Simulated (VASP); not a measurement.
Ba2Re: single point with PBE

The system is Ba2Re.

```
Ba Re
1.0
     6.35359    0.00000    0.00000
     0.00000    6.35359    0.00000
     0.00000    0.00000    6.35359
Ba Re
4 2
Cartesian
  1.5884 1.5884 1.5884
  1.5884 4.7652 4.7652
  4.7652 4.7652 1.5884
  4.7652 1.5884 4.7652
  0.0000 0.0000 0.0000
  3.1768 3.1768 3.1768
```

```json
{
 "Program": "VASP 6.6.1",
 "Task": "single point",
 "Functional": "PBE",
 "Potentials or basis": "VASP PAW PBE potentials, release 64 (Ba_sv, Re)",
 "Cutoff": "520 eV",
 "k mesh": "4 × 4 × 4",
 "Occupations": "gaussian, width 0.1 eV",
 "Spin": "no spin polarisation"
}
```

```
Pressure               : 1.8 GPa
Band gap on the k mesh : zero (band 27 reaches 2.48 eV, above the bottom of band 28 at 1.32 eV)
```

Levels at points of the mesh, in eV from the Fermi level:
```tsv
k point	band 23	band 24	band 25	band 26	band 27	band 28	band 29	band 30	band 31	band 32
(0.00, 0.00, 0.00)	-0.23	-0.17	-0.17	0.58	0.58	0.58	0.64	0.64	0.64	1.44
(0.50, 0.00, 0.00)	-1.00	-1.00	-0.78	-0.78	-0.58	-0.58	1.65	1.65	1.89	1.89
(0.50, 0.50, 0.00)	-0.87	-0.87	-0.23	-0.23	0.36	0.36	0.54	0.54	1.31	1.31
(0.50, 0.50, 0.50)	-0.07	-0.07	-0.07	-0.06	-0.06	0.00	0.00	0.00	0.66	2.05
```

Wall time 2.5 min on 1 thread of Intel(R) Xeon(R) Platinum 8488C (Sapphire Rapids), on a shared host, peak memory 0.35 GiB.

Caveat: spin-orbit coupling is left out, which moves the levels of the heavy elements.
